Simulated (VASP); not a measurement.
# ZnSe (rocksalt type) (Fm-3m) in VASP: notebook

Runs on ZnSe (rocksalt type). Level: PBE. Tasks: density of states.

Program: VASP 6.6.1. These are calculated values, not measurements. Logs are shortened: lines on timing, memory, paths and dates and some standing lists are left out, and cuts for length are marked.

### 1 The cell of the first run

It takes space group Fm-3m (No. 225, cubic). Conventional cell: a = 5.368 Å, b = 5.368 Å, c = 5.368 Å, α = 90.00°, β = 90.00°, γ = 90.00°. Within 3.5 Å of Zn (site symmetry m-3m) lie 6 Se at 2.68 Å. Within 3.5 Å of Se (site symmetry m-3m) lie 6 Zn at 2.68 Å.

### 2 Density of states, PBE

Contents of POSCAR:

```
ZnSe
1.0
    0.0000000000      2.6837739762      2.6837739762
    2.6837739762      0.0000000000      2.6837739762
    2.6837739762      2.6837739762      0.0000000000
Zn Se
1 1
Direct
    0.0000000000      0.0000000000      0.0000000000
    0.5000000000      0.5000000000      0.5000000000
```

Contents of INCAR.step1:

```
SYSTEM = ZnSe
PREC     = Accurate       ! precision mode
ENCUT    = 520            ! plane-wave cutoff, eV
EDIFF    = 1E-7           ! SCF threshold, eV
ISMEAR   = -1             ! smearing method
SIGMA    = 0.1            ! smearing width, eV
LREAL    = .False.        ! projectors in reciprocal space
LASPH    = .True.         ! aspherical terms in the spheres
NELM     = 60             ! most SCF steps
ALGO     = Normal         ! electronic algorithm
ISIF     = 2              ! what is computed and relaxed
LWAVE    = .False.        ! write WAVECAR
LCHARG   = .True.         ! write CHGCAR
GGA      = PE             ! functional
NBANDS   = 16             ! bands
```

Contents of KPOINTS.step1:

```
Automatic mesh
0
Gamma
  13 13 13
  0 0 0
```

Contents of INCAR.step2:

```
SYSTEM = ZnSe
PREC     = Accurate       ! precision mode
ENCUT    = 520            ! plane-wave cutoff, eV
EDIFF    = 1E-7           ! SCF threshold, eV
ISMEAR   = -5             ! smearing method
SIGMA    = 0.1            ! smearing width, eV
LREAL    = .False.        ! projectors in reciprocal space
LASPH    = .True.         ! aspherical terms in the spheres
NELM     = 60             ! most SCF steps
ALGO     = Normal         ! electronic algorithm
ISIF     = 2              ! what is computed and relaxed
LWAVE    = .False.        ! write WAVECAR
LCHARG   = .False.        ! write CHGCAR
GGA      = PE             ! functional
LORBIT   = 11             ! projections on sites
NEDOS    = 1001           ! points of the DOS
ICHARG   = 11             ! starting density
```

Contents of KPOINTS.step2:

```
Automatic mesh
0
Gamma
  20 20 20
  0 0 0
```

Potentials or basis: VASP PAW PBE potentials, release 64 (Zn, Se).

Started as:

```
$ cat potpaw_PBE.64/Zn/POTCAR potpaw_PBE.64/Se/POTCAR > POTCAR
$ cp INCAR.step1 INCAR
$ cp KPOINTS.step1 KPOINTS
$ mpirun -np 1 vasp_std > vasp.out
$ cp INCAR.step2 INCAR
$ cp KPOINTS.step2 KPOINTS
$ mpirun -np 1 vasp_std > vasp.out
```

OUTCAR:

```text
SYSTEM = ZnSe
   PREC = Accurate
   ENCUT = 520
   EDIFF = 1E-7
   ISMEAR = -5
   LREAL = .False.
   LASPH = .True.
   NELM = 60
   ISIF = 2
   GGA = PE
   LORBIT = 11
   ICHARG = 11

 ion  position               nearest neighbor table
   1  0.000  0.000  0.000-   2 2.68   2 2.68   2 2.68   2 2.68   2 2.68   2 2.68
   2  0.500  0.500  0.500-   1 2.68   1 2.68   1 2.68   1 2.68   1 2.68   1 2.68

  LATTYP: Found a face centered cubic cell.
 ALAT       =     5.3675479524

  Lattice vectors:

 A1 = (   0.0000000000,   2.6837739762,   2.6837739762)
 A2 = (   2.6837739762,   0.0000000000,   2.6837739762)
 A3 = (   2.6837739762,   2.6837739762,   0.0000000000)

Analysis of symmetry for initial positions (statically):
=====================================================================
 Subroutine PRICEL returns:
 Original cell was already a primitive cell.

 Routine SETGRP: Setting up the symmetry group for a
 face centered cubic supercell.

 Subroutine GETGRP returns: Found 48 space group operations
 (whereof 48 operations were pure point group operations)
 out of a pool of 48 trial point group operations.

The static configuration has the point symmetry O_h .

Analysis of symmetry for dynamics (positions and initial velocities):
=====================================================================
 Subroutine PRICEL returns:
 Original cell was already a primitive cell.

 Routine SETGRP: Setting up the symmetry group for a
 face centered cubic supercell.

 Subroutine GETGRP returns: Found 48 space group operations
 (whereof 48 operations were pure point group operations)
 out of a pool of 48 trial point group operations.

The dynamic configuration has the point symmetry O_h .

 Subroutine INISYM returns: Found 48 space group operations
 (whereof 48 operations are pure point group operations),
 and found     1 'primitive' translations

----------------------------------------------------------------------------------------

                                     Primitive cell

  volume of cell :      38.6605

  direct lattice vectors                    reciprocal lattice vectors
     0.000000000  2.683773976  2.683773976    -0.186304810  0.186304810  0.186304810
     2.683773976  0.000000000  2.683773976     0.186304810 -0.186304810  0.186304810
     2.683773976  2.683773976  0.000000000     0.186304810  0.186304810 -0.186304810

  length of vectors
     3.795429555  3.795429555  3.795429555     0.322689396  0.322689396  0.322689396

[... 93 lines left out ...]
   NELECT =      18.0000    total number of electrons
   NUPDOWN=      -1.0000    fix difference up-down
   EMIN   =  10.00;   EMAX   =-10.00  energy-range for DOS
   EFERMI =   0.00;   METHOD = LEGACY
   ISMEAR =    -5;   SIGMA  =   0.10  broadening in eV -4-tet -1-fermi 0-gaus
   EFERMI_NEDOS =   21; number of points for ismear=-14 and -15
   IALGO  =     38    algorithm
   IMIX   =      4    mixing-type and parameters
     AMIX     =   0.40;   BMIX     =  1.00
     AMIX_MAG =   1.60;   BMIX_MAG =  1.00
  volume/ion in A,a.u.               =      19.33       130.45
  Fermi-wavevector in a.u.,A,eV,Ry     =   1.268848  2.397776 21.905056  1.609976
  Thomas-Fermi vector in A             =   2.401921
   LORBIT       =     11    0 simple, 1 ext, 2 COOP (PROOUT), +10 PAW based schemes
   GGA     = PE    functional components
   LHFCALC =     F    Hartree Fock is set to
   AEXX    =    0.0000 exact exchange contribution
   IVDW    =     0    specifies the selected vdW correction
   LEPSILON=     F    determine dielectric tensor
   LRPA    =     F    only Hartree local field effects (RPA)
 non-spin polarized calculation
 Fermi weights with tetrahedron method with Bloechl corrections
  energy-cutoff  :      520.00
  volume of cell :       38.66
 maximum number of plane-waves:      1056

 number of electron      18.0000013 magnetization

 Free energy of the ion-electron system (eV)
  ---------------------------------------------------
  ext. energy  EPLUGINS =         0.00000000
  ---------------------------------------------------
  free energy    TOTEN  =        -5.41598677 eV

  energy without entropy =       -5.41598677  energy(sigma->0) =       -5.41598677

 E-fermi :   3.0144     XC(G=0): -10.4125

 val. band max:        3.0232874219   @ k =  -0.3500   0.0500   0.0000
 cond. band min:       2.9779704970   @ k =   0.4500   0.4000   0.0500
 fundamental gap:     -0.0453169249
 Fermi energy:         3.0143648154

 k-point     1 :       0.0000    0.0000    0.0000
  band No.  band energies     occupation
      1     -10.6925      2.00000
      2      -3.4694      2.00000
      3      -3.4694      2.00000
      4      -3.4479      2.00000
      5      -3.4479      2.00000
      6      -3.4479      2.00000
      7       2.6365      2.00000
      8       2.6365      2.00000
      9       2.6365      2.00000
     10       3.8000      0.00000
     11      11.6901      0.00000
     12      11.6901      0.00000
     13      11.6901      0.00000
[... 354 lines left out ...]
  band No.  band energies     occupation
      1      -9.6133      2.00000
      2      -3.7476      2.00000
      3      -3.6742      2.00000
      4      -3.6355      2.00000
      5      -3.3623      2.00000
      6      -3.3525      2.00000
      7      -2.0486      2.00000
      8       2.5420      2.00000
      9       3.0233      1.72685
     10       6.6895      0.00000
     11       8.2499      0.00000
     12       8.4189      0.00000
     13       9.9352      0.00000

 [... further k-points ...]
[... 5 lines left out ...]
  --------------------------------------------------------------------------------------
  -------------------------------------------------------------------------------------
  Total        0.0791709      0.0791709      0.0791709     -0.0000000      0.0000000      0.0000000
  in kB        3.2810165      3.2810165      3.2810165     -0.0000000      0.0000000      0.0000000
  external PRESSURE =       3.2810165 kB  Pullay stress =       0.0000000 kB

 VOLUME and BASIS-vectors are now :
 -----------------------------------------------------------------------------
  energy-cutoff  :      520.00
  volume of cell :       38.66
      direct lattice vectors                 reciprocal lattice vectors
     0.000000000  2.683773976  2.683773976    -0.186304810  0.186304810  0.186304810
     2.683773976  0.000000000  2.683773976     0.186304810 -0.186304810  0.186304810
     2.683773976  2.683773976  0.000000000     0.186304810  0.186304810 -0.186304810

 POSITION                                       TOTAL-FORCE (eV/Angst)
 -----------------------------------------------------------------------------------
      0.00000      0.00000      0.00000         0.000000     -0.000000     -0.000000
      2.68377      2.68377      2.68377        -0.000000      0.000000      0.000000
 -----------------------------------------------------------------------------------
    total drift:                               -0.000000      0.000000      0.000000

  FREE ENERGIE OF THE ION-ELECTRON SYSTEM (eV)
  ---------------------------------------------------
  free  energy   TOTEN  =        -5.4159867704 eV

  energy  without entropy=       -5.4159867704  energy(sigma->0) =       -5.41598677

 total charge

# of ion       s       p       d       tot
------------------------------------------
    1        0.488   0.326   9.790  10.603
    2        1.461   2.360   0.028   3.849
--------------------------------------------------
tot          1.949   2.686   9.817  14.452
```

OSZICAR.step1:

```text
N       E                     dE             d eps       ncg     rms          rms(c)
DAV:   1     0.843691935534E+02    0.84369E+02   -0.89033E+03  2688   0.135E+03
DAV:   2    -0.993700483089E+00   -0.85363E+02   -0.80006E+02  3104   0.254E+02
DAV:   3    -0.573228883856E+01   -0.47386E+01   -0.47083E+01  3200   0.577E+01
DAV:   4    -0.576409756517E+01   -0.31809E-01   -0.31805E-01  3320   0.499E+00
DAV:   5    -0.576422403327E+01   -0.12647E-03   -0.12647E-03  3304   0.299E-01    0.437E+00
DAV:   6    -0.544995138833E+01    0.31427E+00   -0.58240E-01  3728   0.229E+01    0.340E+00
DAV:   7    -0.542955253147E+01    0.20399E-01   -0.11978E-01  3192   0.341E+00    0.150E+00
DAV:   8    -0.542769238196E+01    0.18601E-02   -0.38401E-03  3560   0.713E-01    0.432E-01
DAV:   9    -0.542756723780E+01    0.12514E-03   -0.10386E-03  3488   0.281E-01    0.506E-02
DAV:  10    -0.542759670557E+01   -0.29468E-04   -0.87747E-05  3336   0.893E-02    0.142E-02
DAV:  11    -0.542759559110E+01    0.11145E-05   -0.10924E-05  3816   0.493E-02    0.292E-03
DAV:  12    -0.542759564276E+01   -0.51653E-07   -0.13360E-06  3248   0.884E-03    0.109E-03
DAV:  13    -0.542759549018E+01    0.15258E-06   -0.61918E-08  2640   0.203E-03    0.317E-04
DAV:  14    -0.542759551045E+01   -0.20274E-07   -0.50877E-09  1608   0.841E-04
   1 F= -.54275955E+01 E0= -.54187189E+01  d E =-.177531E-01
```

It took 84 s on 1 thread of Intel Xeon Platinum 8259CL at 2.50GHz (Skylake/Cascade Lake), shared host; peak memory 0.27 GiB.

Results:

- Valence electrons inside the program's atomic spheres: Zn 10.60; Se 3.85

Levels at points of the mesh, in eV from the Fermi level:
| k point | band 6 | band 7 | band 8 | band 9 | band 10 | band 11 | band 12 | band 13 |
| --- | --- | --- | --- | --- | --- | --- | --- | --- |
| (0.00, 0.00, 0.00) | -6.46 | -0.38 | -0.38 | -0.38 | 0.79 | 8.68 | 8.68 | 8.68 |
| (0.50, 0.00, 0.00) | -6.35 | -5.52 | -0.04 | -0.04 | 3.39 | 5.08 | 5.08 | 6.28 |
| (0.50, 0.50, 0.00) | -6.03 | -4.89 | -2.32 | -2.32 | -0.92 | 5.08 | 11.27 | 11.28 |

Caveat: tetrahedron occupations give inexact forces and stress in metals.

### 3 Density of states, PBE (volume scaled by 0.55)

Contents of POSCAR:

```
ZnSe
1.0
    0.0000000000      2.1988731042      2.1988731042
    2.1988731042      0.0000000000      2.1988731042
    2.1988731042      2.1988731042      0.0000000000
Zn Se
1 1
Direct
    0.0000000000      0.0000000000      0.0000000000
    0.5000000000      0.5000000000      0.5000000000
```

Contents of INCAR.step1:

```
SYSTEM = ZnSe
ALGO = Normal
EDIFF = 1E-6
ENCUT = 520
GGA = PE
ISIF = 2
ISMEAR = -1
LASPH = .TRUE.
LCHARG = .TRUE.
LREAL = .FALSE.
LWAVE = .FALSE.
NBANDS = 16
NELM = 60
PREC = Accurate
SIGMA = 0.1
```

Contents of KPOINTS.step1:

```
k-points
0
G
  13 13 13
  0 0 0
```

Contents of INCAR.step2:

```
SYSTEM = ZnSe
ALGO = Normal
EDIFF = 1E-6
ENCUT = 520
GGA = PE
ICHARG = 11
ISIF = 2
ISMEAR = -5
LASPH = .TRUE.
LCHARG = .FALSE.
LORBIT = 11
LREAL = .FALSE.
LWAVE = .FALSE.
NBANDS = 16
NEDOS = 2001
NELM = 60
PREC = Accurate
SIGMA = 0.1
```

Contents of KPOINTS.step2:

```
k-points
0
G
  20 20 20
  0 0 0
```

Potentials or basis: VASP PAW PBE potentials, release 64 (Zn, Se).

Started as:

```
$ cat potpaw_PBE.64/Zn/POTCAR potpaw_PBE.64/Se/POTCAR > POTCAR
$ cp INCAR.step1 INCAR
$ cp KPOINTS.step1 KPOINTS
$ mpirun -np 1 vasp_std > vasp.out
$ cp INCAR.step2 INCAR
$ cp KPOINTS.step2 KPOINTS
$ mpirun -np 1 vasp_std > vasp.out
```

Run time: 31 s. Hardware: 1 thread of Intel Xeon Platinum 8488C (Sapphire Rapids), shared host; peak memory 0.2 GiB.

The run converged. Its results:

| Quantity | Value |
| --- | --- |
| Valence electrons inside the program's atomic spheres | Zn 11.65; Se 4.46 |

Levels at points of the mesh, in eV from the Fermi level:
```tsv
k point	band 5	band 6	band 7	band 8	band 9	band 10	band 11	band 12	band 13	band 14
(0.00, 0.00, 0.00)	-9.53	-9.53	-1.21	-1.21	-1.21	6.57	8.39	8.39	8.39	9.97
(0.50, 0.00, 0.00)	-9.07	-9.07	-8.23	0.09	0.09	3.16	4.05	4.05	10.11	16.73
(0.50, 0.50, 0.00)	-8.91	-8.91	-7.55	-5.62	-5.62	-1.17	3.02	17.10	17.10	18.17
```

Caveat: tetrahedron occupations give inexact forces and stress in metals.
